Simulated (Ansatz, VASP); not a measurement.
## Two plane-wave programs on BN

INCAR

```
SYSTEM = BN
PREC = Accurate
ENCUT = 520
EDIFF = 1E-7
ISMEAR = 0
SIGMA = 0.05
LREAL = .FALSE.
LASPH = .TRUE.
NELM = 60
ALGO = Normal
ISIF = 2
LWAVE = .FALSE.
LCHARG = .FALSE.
GGA = PS
NBANDS = 26
```

File KPOINTS:

```
regular mesh
0
G
  6 6 10
  0 0 0
```

File POSCAR:

```
BN
1.0
    4.4642000000      0.0000000000      0.0000000000
    0.0000000000      4.4642000000      0.0000000000
    0.0000000000      0.0000000000      2.6903000000
B N
4 4
Direct
    0.1741337327      0.8258662673      0.5000000000
    0.3258662673      0.3258662673      0.0000000000
    0.6741337327      0.6741337327      0.0000000000
    0.8258662673      0.1741337327      0.5000000000
    0.8123909516      0.8123909516      0.5000000000
    0.3123909516      0.6876090484      0.0000000000
    0.6876090484      0.3123909516      0.0000000000
    0.1876090484      0.1876090484      0.5000000000
```

Input for Ansatz:

```yaml
crystal:
  lattice:
    - [4.4642, 0.0, 0.0]
    - [0.0, 4.4642, 0.0]
    - [0.0, 0.0, 2.6903]
  atoms:
    - { symbol: B, position: [0.1741337327, 0.8258662673, 0.5] }
    - { symbol: B, position: [0.3258662673, 0.3258662673, 0.0] }
    - { symbol: B, position: [0.6741337327, 0.6741337327, 0.0] }
    - { symbol: B, position: [0.8258662673, 0.1741337327, 0.5] }
    - { symbol: "N", position: [0.8123909516, 0.8123909516, 0.5] }
    - { symbol: "N", position: [0.3123909516, 0.6876090484, 0.0] }
    - { symbol: "N", position: [0.6876090484, 0.3123909516, 0.0] }
    - { symbol: "N", position: [0.1876090484, 0.1876090484, 0.5] }
basis:
  ecutwfc: 520.0
kpoints:
  mp_grid: { grid: [6, 6, 10] }
hamiltonian:
  xc: pbesol
  pseudopotentials: { kind: paw, azcp: { folder: soft_1 } }
scf:
  occupations: { method: gaussian, width: 0.05 }
output:
  forces: true
  stress: true
  eigenvalues: true
```

Alike in both runs: task single point; functional PBEsol; k mesh 6 × 6 × 10; occupations gaussian, width 0.05 eV; no spin polarisation.

|  | VASP | Ansatz |
| --- | --- | --- |
| version | VASP 6.6.1 | Ansatz 0.2.0 |
| potentials or method | VASP PAW PBE potentials, release 64 (B, N), cutoff 520 eV | scalar-relativistic, plane waves, PAW |
| valence electrons in the cell | 32 | 32 |

VASP gave:

```
gap on the k mesh at the Fermi level (eV)                     : 4.60
least direct gap on the mesh (eV)                             : 5.48
pressure (GPa)                                                : -27.4
traceless stress, the component that is largest in VASP (GPa) : -21.88
rms of the force components (eV/Å)                            : 0.037
```

Problem. What did Ansatz give for the same quantities?

Solution. gap on the k mesh at the Fermi level (eV): 4.61; least direct gap on the mesh (eV): 5.48; pressure (GPa): -27.8; traceless stress, the component that is largest in VASP (GPa): -21.80; rms of the force components (eV/Å): 0.031.

VASP's potentials were made for PBE, not for PBEsol, and Ansatz warns of the same on its side. Atom by atom the forces differ by 0.008 eV/Å (rms over components). The functional is the same, so the differences come from potentials, cutoffs and numerics.
